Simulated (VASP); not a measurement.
Set up this calculation in VASP 6.6.1, as the native input.

```
Task                   : relaxation of cell and atoms
Functional             : PBE
Potentials or basis    : VASP PAW PBE potentials, release 64 (H, Os)
Cutoff                 : 600 eV
k mesh                 : 18 × 18 × 10
Occupations            : gaussian, width 0.1 eV
Spin                   : no spin polarisation
Dipole correction      : no
Further INCAR settings : ALGO = Normal; EDIFF = 1e-06; IBRION = 2; EDIFFG = -0.01; NSW = 100; ISIF = 3
```

The structure of HOs lies in POSCAR:

```
HOs
1.0
    2.9570263716      0.0000000000      0.0000000000
   -1.4785131858      2.5608599574      0.0000000000
    0.0000000000      0.0000000000      4.6920051008
H Os
2 2
Direct
    0.3333333333      0.6666666667      0.9975625753
    0.6666666667      0.3333333333      0.4975625753
    0.3333333333      0.6666666667      0.3845374247
    0.6666666667      0.3333333333      0.8845374247
```

One way to write it, as run:

INCAR

```
  ALGO = Normal
  EDIFF = 1E-6
  EDIFFG = -0.01
  ENCUT = 600
  GGA = PE
  IBRION = 2
  ISIF = 3
  ISMEAR = 0
  LASPH = T
  LCHARG = F
  LREAL = F
  LWAVE = F
  NELM = 80
  NSW = 100
  PREC = Accurate
  SIGMA = 0.1
```

KPOINTS

```
k-points
0
Gamma
  18 18 10
```

Potentials or basis: VASP PAW PBE potentials, release 64 (H, Os).

Command:

```console
$ cat potpaw_PBE.64/H/POTCAR potpaw_PBE.64/Os/POTCAR > POTCAR
$ mpirun -np 1 vasp_std > vasp.out
```

Results of the run:

The relaxed volume is 8.93 Å³/atom, the relaxed cell is a = 2.925 Å, b = 2.925 Å, c = 4.820 Å, α = 90.00°, β = 90.00°, γ = 120.00° and the space group after relaxing (to 0.1 Å) is P6_3mc (No. 186). The energy gained by relaxing is 3.7 meV/atom. The ionic steps are 8, the pressure after relaxing is -0.1 GPa and the band gap on the k mesh is zero (bands 9 and 10 overlap by 3.00 eV).

Caveat: spin-orbit coupling is left out, which moves the levels of the heavy elements.

Run time: 7.2 min on 1 thread of Intel(R) Xeon(R) 6975P-C (Granite Rapids), with other jobs on the host, peak memory 0.27 GiB.
